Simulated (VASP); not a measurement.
A run of VASP 6.6.1 is set up as follows.

File INCAR:

```
SYSTEM = AgCl
ALGO = Normal ; EDIFF = 1E-6
ENCUT = 520 ; GGA = PS
ISIF = 2 ; ISMEAR = -1
LASPH = .TRUE. ; LCHARG = .TRUE.
LELF = .TRUE. ; LREAL = .FALSE.
LVHAR = .TRUE. ; LWAVE = .FALSE.
NBANDS = 26 ; NELM = 100
PREC = Accurate ; SIGMA = 0.03
```

File KPOINTS:

```
k-points
0
G
  9 9 8
  0 0 0
```

POSCAR

```
AgCl
1.0
    1.9076035228     -5.6655757514      0.0000000000
    1.9076035228      5.6655757514      0.0000000000
    0.0000000000      0.0000000000      4.0009987977
Ag Cl
2 2
Direct
    0.3965554000      0.6034446000      0.7500000000
    0.6034446000      0.3965554000      0.2500000000
    0.8654487300      0.1345512700      0.2500000000
    0.1345512700      0.8654487300      0.7500000000
```

Potentials or basis: VASP PAW PBE potentials, release 64 (Ag, Cl).

Command:

```console
$ cat potpaw_PBE.64/Ag/POTCAR potpaw_PBE.64/Cl/POTCAR > POTCAR
$ mpirun -np 1 vasp_std > vasp.out
```

Question: What does it give for the largest force?

Answer: 0.071 eV/Å.

Question: Estimate the band gap on the k mesh.

Answer: 0.35 eV (least direct gap 1.71 eV).

Question: What does it give for the pressure?

Answer: -5.3 GPa.

Forces on the atoms (eV/Å):
```
Ag   0.000  0.013  0.000
Ag   0.000 -0.013  0.000
Cl   0.000 -0.071  0.000
Cl   0.000  0.071  0.000
```

Caveat: the cell stands under tension; semilocal functionals underestimate gaps, and a narrow one can read as zero; the PAW data sets were made with another functional, which shifts forces and pressure a little. A k mesh can miss the band edges.
